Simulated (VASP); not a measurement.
# Ag (P-3m1) in VASP: notebook

The runs below take Ag through single point, with PBE.

Program: VASP 6.6.1. These are calculated values, not measurements. Logs are shortened: lines on timing, memory, paths and dates and some standing lists are left out, and cuts for length are marked.

## (1) The cell of the first run

It takes space group P-3m1 (No. 164, trigonal). The conventional cell has a = 2.908 Å, b = 2.908 Å, c = 4.750 Å, α = 90.00°, β = 90.00°, γ = 120.00°. Within 3.7 Å of Ag (site symmetry 3m) lie 12 Ag at 2.83 to 2.99 Å.

## (2) Single point, PBE

The input, INCAR:

```
SYSTEM = Ag
  PREC = Accurate
  ENCUT = 520
  EDIFF = 1E-6
  ISMEAR = 0
  SIGMA = 0.1
  LREAL = .FALSE.
  LASPH = .TRUE.
  NELM = 100
  ALGO = Normal
  ISIF = 2
  LWAVE = .FALSE.
  LCHARG = .FALSE.
  GGA = PE
  NBANDS = 18
```

The input, KPOINTS:

```
regular mesh
0
G
  6 6 4
  0 0 0
```

The input, POSCAR:

```
Ag
1.0
    2.9075072400      0.0000000000      0.0000000000
   -1.4537536200      2.5179751300      0.0000000000
    0.0000000000      0.0000000000      4.7496225800
Ag
2
Direct
    0.6666666700      0.3333333300      0.2598609900
    0.3333333300      0.6666666700      0.7401390100
```

Potentials or basis: VASP PAW PBE potentials, release 64 (Ag).

Command:

```bash
$ cat potpaw_PBE.64/Ag/POTCAR > POTCAR
$ mpirun -np 1 vasp_std > vasp.out
```

OUTCAR:

```text
SYSTEM = Ag
   PREC = Accurate
   ENCUT = 520
   EDIFF = 1E-6
   ISMEAR = 0
   LREAL = .FALSE.
   LASPH = .TRUE.
   NELM = 100
   ISIF = 2
   GGA = PE

 ion  position               nearest neighbor table
   1  0.667  0.333  0.260-   2 2.83   2 2.83   2 2.83   2 2.99   2 2.99   2 2.99
   2  0.333  0.667  0.740-   1 2.83   1 2.83   1 2.83   1 2.99   1 2.99   1 2.99

  LATTYP: Found a hexagonal cell.
 ALAT       =     2.9075072400
 C/A-ratio  =     1.6335720560

  Lattice vectors:

 A1 = (   2.9075072400,   0.0000000000,   0.0000000000)
 A2 = (  -1.4537536200,   2.5179751300,   0.0000000000)
 A3 = (   0.0000000000,   0.0000000000,   4.7496225800)

Analysis of symmetry for initial positions (statically):
=====================================================================
 Subroutine PRICEL returns:
 Original cell was already a primitive cell.

 Routine SETGRP: Setting up the symmetry group for a
 hexagonal supercell.

 Subroutine GETGRP returns: Found 12 space group operations
 (whereof 12 operations were pure point group operations)
 out of a pool of 24 trial point group operations.

The static configuration has the point symmetry D_3d.

Analysis of symmetry for dynamics (positions and initial velocities):
=====================================================================
 Subroutine PRICEL returns:
 Original cell was already a primitive cell.

 Routine SETGRP: Setting up the symmetry group for a
 hexagonal supercell.

 Subroutine GETGRP returns: Found 12 space group operations
 (whereof 12 operations were pure point group operations)
 out of a pool of 24 trial point group operations.

The dynamic configuration has the point symmetry D_3d.

 Subroutine INISYM returns: Found 12 space group operations
 (whereof 12 operations are pure point group operations),
 and found     1 'primitive' translations

----------------------------------------------------------------------------------------

                                     Primitive cell

  volume of cell :      34.7721

  direct lattice vectors                    reciprocal lattice vectors
     2.907507240  0.000000000  0.000000000     0.343937235  0.198572255  0.000000000
    -1.453753620  2.517975130  0.000000000     0.000000000  0.397144510  0.000000000
     0.000000000  0.000000000  4.749622580     0.000000000  0.000000000  0.210543045

  length of vectors
     2.907507240  2.907507239  4.749622580     0.397144510  0.397144510  0.210543045

  position of ions in fractional coordinates (direct lattice)
     0.666666670  0.333333330  0.259860990
     0.333333330  0.666666670  0.740139010

  ion indices of the primitive-cell ions
   primitive index   ion index
                 1           1
                 2           2

----------------------------------------------------------------------------------------

 KPOINTS: regular mesh

Automatic generation of k-mesh.
 Grid dimensions read from file:
 generate k-points for:    6    6    4

 Generating k-lattice:

  Cartesian coordinates                     Fractional coordinates (reciprocal lattice)
     0.057322872  0.033095376  0.000000000     0.166666667  0.000000000  0.000000000
     0.000000000  0.066190752  0.000000000     0.000000000  0.166666667  0.000000000
     0.000000000  0.000000000  0.052635761     0.000000000  0.000000000  0.250000000

  Length of vectors
     0.066190752  0.066190752  0.052635761

  Shift w.r.t. Gamma in fractional coordinates (k-lattice)
     0.000000000  0.000000000  0.000000000

 Subroutine IBZKPT returns following result:
 ===========================================

 Found     24 irreducible k-points:

 Following reciprocal coordinates:
            Coordinates               Weight
  0.000000  0.000000  0.000000      1.000000
  0.166667  0.000000  0.000000      6.000000
  0.333333  0.000000  0.000000      6.000000
  0.500000  0.000000  0.000000      3.000000
  0.166667  0.166667  0.000000      6.000000
  0.333333  0.166667  0.000000     12.000000
[... 16 lines left out ...]
  0.333333  0.166667  0.500000     12.000000
  0.333333  0.333333  0.500000      2.000000
   k-points           NKPTS =     24   k-points in BZ     NKDIM =     24   number of bands    NBANDS=     18
   number of dos      NEDOS =    301   number of ions     NIONS =      2
   total plane-waves  NPLWV =  20736
   dimension x,y,z NGX =    24 NGY =   24 NGZ =   36
   dimension x,y,z NGXF=    48 NGYF=   48 NGZF=   72
   ions per type =               2
   NGX,Y,Z   is equivalent  to a cutoff of  13.72, 13.72, 12.60 a.u.
   NGXF,Y,Z  is equivalent  to a cutoff of  27.45, 27.45, 25.20 a.u.
 SYSTEM =  Ag
   PREC   = accura    normal or accurate (medium, high low for compatibility)
   ISTART =      0    job   : 0-new  1-cont  2-samecut
   ICHARG =      2    charge: 1-file 2-atom 10-const
   ISPIN  =      1    spin polarized calculation?
   LNONCOLLINEAR =      F non collinear calculations
   LSORBIT =      F    spin-orbit coupling
   LASPH  =      T    aspherical Exc in radial PAW
   ENCUT  =  520.0 eV  38.22 Ry    6.18 a.u.   5.41  5.41  8.83*2*pi/ulx,y,z
   NELM   =    100;   NELMIN=  2; NELMDL= -5     # of ELM steps
   EDIFF  = 0.1E-05   stopping-criterion for ELM
   LREAL  =      F    real-space projection
   EDIFFG = 0.1E-04   stopping-criterion for IOM
   NSW    =      0    number of steps for IOM
   IBRION =     -1    ionic relax: 0-MD 1-quasi-New 2-CG
   NFREE  =      0    steps in history (QN), initial steepest desc. (CG)
   ISIF   =      2    stress and relaxation
   ISYM   =      2    0-nonsym 1-usesym 2-fastsym
   POTIM  = 0.5000    time-step for ionic-motion
   TEBEG  =    0.0;   TEEND  =   0.0 temperature during run
   PSTRESS=    0.0 pullay stress
   NELECT =      22.0000    total number of electrons
   NUPDOWN=      -1.0000    fix difference up-down
   EMIN   =  10.00;   EMAX   =-10.00  energy-range for DOS
   EFERMI =   0.00;   METHOD = LEGACY
   ISMEAR =     0;   SIGMA  =   0.10  broadening in eV -4-tet -1-fermi 0-gaus
   EFERMI_NEDOS =   21; number of points for ismear=-14 and -15
   IALGO  =     38    algorithm
   IMIX   =      4    mixing-type and parameters
     AMIX     =   0.40;   BMIX     =  1.00
     AMIX_MAG =   1.60;   BMIX_MAG =  1.00
  volume/ion in A,a.u.               =      17.39       117.33
  Fermi-wavevector in a.u.,A,eV,Ry     =   1.405417  2.655853 26.874195  1.975198
  Thomas-Fermi vector in A             =   2.527880
   LORBIT       =      0    0 simple, 1 ext, 2 COOP (PROOUT), +10 PAW based schemes
   GGA     = PE    functional components
   LHFCALC =     F    Hartree Fock is set to
   AEXX    =    0.0000 exact exchange contribution
   IVDW    =     0    specifies the selected vdW correction
   LEPSILON=     F    determine dielectric tensor
   LRPA    =     F    only Hartree local field effects (RPA)
 non-spin polarized calculation
 Gauss-broadening in eV      SIGMA  =   0.10
  energy-cutoff  :      520.00
  volume of cell :       34.77
 maximum number of plane-waves:       966
 NGX is ok and might be reduce to    24
   NGX = 11   NGY = 11   NGZ = 17

 number of electron      22.0000001 magnetization

 Free energy of the ion-electron system (eV)
  ---------------------------------------------------
  ext. energy  EPLUGINS =         0.00000000
  ---------------------------------------------------
  free energy    TOTEN  =        -5.35317258 eV

  energy without entropy =       -5.34956227  energy(sigma->0) =       -5.35136742

 E-fermi :   8.0537     XC(G=0): -12.0858

 val. band max:        7.9620899193   @ k =  -0.1667   0.5000   0.2500
 cond. band min:       8.2804376072   @ k =   0.5000   0.0000   0.0000
 fundamental gap:      0.3183476879
 Fermi energy:         8.0536857871

 k-point     1 :       0.0000    0.0000    0.0000
  band No.  band energies     occupation
      1       0.5330      2.00000
      2       1.8762      2.00000
      3       3.4405      2.00000
      4       3.5190      2.00000
      5       3.5190      2.00000
      6       3.7258      2.00000
[... 10 lines left out ...]
     17      26.2273      0.00000
     18      26.2273      0.00000

 k-point     2 :       0.1667    0.0000    0.0000
  band No.  band energies     occupation
      1       1.2454      2.00000
      2       2.2290      2.00000
      3       3.1645      2.00000
      4       3.5329      2.00000
      5       3.7199      2.00000
      6       3.8319      2.00000
[... 10 lines left out ...]
     17      25.6804      0.00000
     18      26.2081      0.00000

 k-point     3 :       0.3333    0.0000    0.0000
  band No.  band energies     occupation
      1       2.1313      2.00000
      2       2.2998      2.00000
      3       2.6554      2.00000
      4       3.5495      2.00000
      5       3.7048      2.00000
      6       3.7889      2.00000
[... 10 lines left out ...]
     17      21.5380      0.00000
     18      24.7871      0.00000

 k-point     4 :       0.5000    0.0000    0.0000
  band No.  band energies     occupation
      1       1.9450      2.00000
      2       2.2796      2.00000
      3       2.2807      2.00000
      4       3.4111      2.00000
      5       3.7484      2.00000
      6       3.9702      2.00000
[... 375 lines left out ...]
      4       3.1985      2.00000
      5       3.3779      2.00000
      6       3.3831      2.00000
[... 10 lines left out ...]
     17      20.7081      0.00000
     18      21.0830      0.00000

 k-point    23 :       0.3333    0.1667    0.5000
  band No.  band energies     occupation
      1       2.3021      2.00000
      2       2.3379      2.00000
      3       2.7972      2.00000
      4       3.0370      2.00000
      5       3.7606      2.00000
      6       3.9946      2.00000
[... 10 lines left out ...]
     17      22.3968      0.00000
     18      22.7223      0.00000

 k-point    24 :       0.3333    0.3333    0.5000
  band No.  band energies     occupation
      1       2.6413      2.00000
      2       2.6413      2.00000
      3       2.8903      2.00000
      4       3.2255      2.00000
      5       3.6108      2.00000
      6       3.6108      2.00000
[... 10 lines left out ...]
     17      24.6462      0.00000
     18      24.6462      0.00000

------------------------ aborting loop because EDIFF is reached ----------------------------------------

  FORCE on cell =-STRESS in cart. coord.  units (eV):
  Direction    XX          YY          ZZ          XY          YZ          ZX
  --------------------------------------------------------------------------------------
  -------------------------------------------------------------------------------------
  Total        1.0096590      1.0096590      0.4841726      0.0000000      0.0000000      0.0000000
  in kB       46.5215277     46.5215277     22.3089670      0.0000000      0.0000000      0.0000000
  external PRESSURE =      38.4506742 kB  Pullay stress =       0.0000000 kB

 VOLUME and BASIS-vectors are now :
 -----------------------------------------------------------------------------
  energy-cutoff  :      520.00
  volume of cell :       34.77
      direct lattice vectors                 reciprocal lattice vectors
     2.907507240  0.000000000  0.000000000     0.343937235  0.198572255  0.000000000
    -1.453753620  2.517975130  0.000000000     0.000000000  0.397144510  0.000000000
     0.000000000  0.000000000  4.749622580     0.000000000  0.000000000  0.210543045

 POSITION                                       TOTAL-FORCE (eV/Angst)
 -----------------------------------------------------------------------------------
      1.45375      0.83933      1.23424        -0.000000     -0.000000     -0.551861
     -0.00000      1.67865      3.51538         0.000000      0.000000      0.551861
 -----------------------------------------------------------------------------------
    total drift:                                0.000000     -0.000000     -0.000000

  FREE ENERGIE OF THE ION-ELECTRON SYSTEM (eV)
  ---------------------------------------------------
  free  energy   TOTEN  =        -5.3531725785 eV

  energy  without entropy=       -5.3495622675  energy(sigma->0) =       -5.35136742
```

Run time: 19 s. Hardware: 1 thread of Intel Xeon 8259CL, shared host; peak memory 0.15 GiB.

What came out:

* Free energy: -5.3532 eV
* Pressure: 3.8 GPa
* Largest force: 0.552 eV/Å
* Band gap on the k mesh: zero (bands 11 and 12 overlap by 7.35 eV)

Forces in eV/Å, atoms in the order of the input:
```
Ag   0.000  0.000 -0.552
Ag   0.000  0.000  0.552
```

Levels at points of the mesh, in eV from the Fermi level:
```csv
k point,band 9,band 10,band 11,band 12,band 13,band 14
"(0.00, 0.00, 0.00)",-3.94,-2.97,-2.97,-0.22,3.58,15.70
"(0.50, 0.00, 0.00)",-2.80,-2.70,0.23,1.62,6.76,7.38
"(0.00, 0.00, 0.50)",-3.36,-3.36,-3.19,-3.19,10.56,11.69
"(0.50, 0.00, 0.50)",-2.78,-2.74,0.83,0.97,4.50,4.70
```

Caveat: the k points lie up to 0.42 Å⁻¹ apart, too coarse for converged energies and pressures of a metal.

## (3) Single point, PBE

This run uses another cell than the first one, of 18.06 Å³/atom.

The input, INCAR:

```
SYSTEM = Ag
ALGO     = Normal         ! electronic algorithm
EDIFF    = 1E-7           ! SCF threshold, eV
ENCUT    = 520            ! plane-wave cutoff, eV
GGA      = PE             ! functional
ISIF     = 2              ! what is computed and relaxed
ISMEAR   = 0              ! smearing method
LASPH    = .TRUE.         ! aspherical terms in the spheres
LCHARG   = .FALSE.        ! write CHGCAR
LREAL    = .FALSE.        ! projectors in reciprocal space
LWAVE    = .FALSE.        ! write WAVECAR
NBANDS   = 18             ! bands
NELM     = 80             ! most SCF steps
PREC     = Accurate       ! precision mode
SIGMA    = 0.1            ! smearing width, eV
```

The input, KPOINTS:

```
k-points
0
G
  6 6 4
  0 0 0
```

The input, POSCAR:

```
Ag
1.0
    2.9760692472      0.0000000000      0.0000000000
   -1.4880346236      2.5773515715      0.0000000000
    0.0000000000      0.0000000000      4.7094983010
Ag
2
Direct
    0.6666666667      0.3333333333      0.2496544749
    0.3333333333      0.6666666667      0.7503455251
```

Potentials or basis: VASP PAW PBE potentials, release 64 (Ag).

Command:

```bash
$ cat potpaw_PBE.64/Ag/POTCAR > POTCAR
$ mpirun -np 1 vasp_std > vasp.out
```

Run time: 21 s. Hardware: 1 thread of Intel Xeon 8259CL, shared host; peak memory 0.15 GiB.

It converged, with:

- Free energy: -5.3977 eV
- Pressure: -0.2 GPa
- Largest force: 0.017 eV/Å
- Band gap on the k mesh: zero (bands 11 and 12 overlap by 7.15 eV)

Forces in eV/Å, atoms in the order of the input:
```
Ag   0.000  0.000  0.017
Ag   0.000  0.000 -0.017
```

Stress tensor (GPa, compression positive):
```
-0.19  0.00  0.00
 0.00 -0.19  0.00
 0.00  0.00 -0.09
```

Levels at points of the mesh, in eV from the Fermi level:
| k point | band 9 | band 10 | band 11 | band 12 | band 13 | band 14 |
| --- | --- | --- | --- | --- | --- | --- |
| (0.00, 0.00, 0.00) | -3.89 | -2.86 | -2.86 | 0.18 | 3.91 | 15.44 |
| (0.50, 0.00, 0.00) | -2.66 | -2.64 | 0.23 | 1.48 | 7.04 | 7.24 |
| (0.00, 0.00, 0.50) | -3.15 | -3.15 | -3.14 | -3.14 | 11.57 | 11.61 |
| (0.50, 0.00, 0.50) | -2.72 | -2.72 | 0.99 | 0.99 | 4.40 | 4.40 |

Caveat: the k points lie up to 0.41 Å⁻¹ apart, too coarse for converged energies and pressures of a metal.

The gap in the log of VASP goes by the Fermi energy; the results here count the filled bands.